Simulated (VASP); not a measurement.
Input of a VASP 6.6.1 run:

Contents of INCAR:

```
SYSTEM = Ba
PREC = Accurate
ENCUT = 520
EDIFF = 1E-7
ISMEAR = -1
SIGMA = 0.05
LREAL = .FALSE.
LASPH = .TRUE.
NELM = 100
ALGO = Normal
ISIF = 2
LWAVE = .FALSE.
LCHARG = .FALSE.
GGA = PE
NBANDS = 11
```

The input KPOINTS:

```
regular mesh
0
G
  8 8 8
  0 0 0
```

The input POSCAR:

```
Ba
1.0
   -2.5065000000      2.5065000000      2.4062400000
    2.5065000000     -2.5065000000      2.4062400000
    2.5065000000      2.5065000000     -2.4062400000
Ba
1
Direct
    0.0000000000      0.0000000000      0.0000000000
```

Potentials or basis: VASP PAW PBE potentials, release 64 (Ba_sv).

The run is started by

```console
$ cat potpaw_PBE.64/Ba_sv/POTCAR > POTCAR
$ mpirun -np 1 vasp_std > vasp.out
```

Question: Predict the pressure.

Answer: 0.4 GPa.

Question: Predict the band gap on the k mesh.

Answer: Zero (bands 5 and 6 overlap by 1.09 eV).

Stress tensor (GPa, compression positive):
```
0.36 0.00 0.00
0.00 0.36 0.00
0.00 0.00 0.62
```

Caveat: spin-orbit coupling is left out, which moves the levels of the heavy elements.
